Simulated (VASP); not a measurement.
Runs of VASP 6.6.1 on ZnSe (Stilleite). The structure is that of space group F-43m (No. 216), or close to it. The cells are those of the table. 

```csv
task,level,potentials or basis,cell,k mesh,cutoff (eV),smearing,gap on the mesh (eV),pressure (GPa)
relaxation of cell and atoms,PBEsol,"VASP PAW PBE potentials, release 64 (Zn, Se)","relaxed from a = 3.983 Å, angles 60.0°, 2 atoms",8 × 8 × 8,600,gaussian 0.01 eV,1.23,0.0
single point,PBEsol,"VASP PAW PBE potentials, release 64 (Zn, Se)","a = 3.983 Å, angles 60.0°, 2 atoms",6 × 6 × 6,500,gaussian 0.02 eV,1.24,0.3
single point,LDA,"VASP PAW LDA potentials, release 64 (Zn, Se)","a = 3.983 Å, angles 60.0°, 2 atoms",8 × 8 × 8,520,gaussian 0.02 eV,1.14,(a)
single point,PBEsol,"VASP PAW PBE potentials, release 64 (Zn, Se)","a = 3.983 Å, angles 60.0°, 2 atoms",8 × 8 × 8,520,gaussian 0.02 eV,1.24,0.3
single point,PBEsol,"VASP PAW PBE potentials, release 64 (Zn, Se)","a = 3.983 Å, angles 60.0°, 2 atoms",8 × 8 × 8,520,gaussian 0.01 eV,1.24,0.3
```

Alike in all rows: no spin polarisation.

Q: Fill in the values left out.

A: (a) -2.0.

Caveats: the PAW data sets were made with another functional, which shifts forces and pressure a little (some runs).

A k mesh can miss the band edges, and the runs leave out spin-orbit coupling on Se.
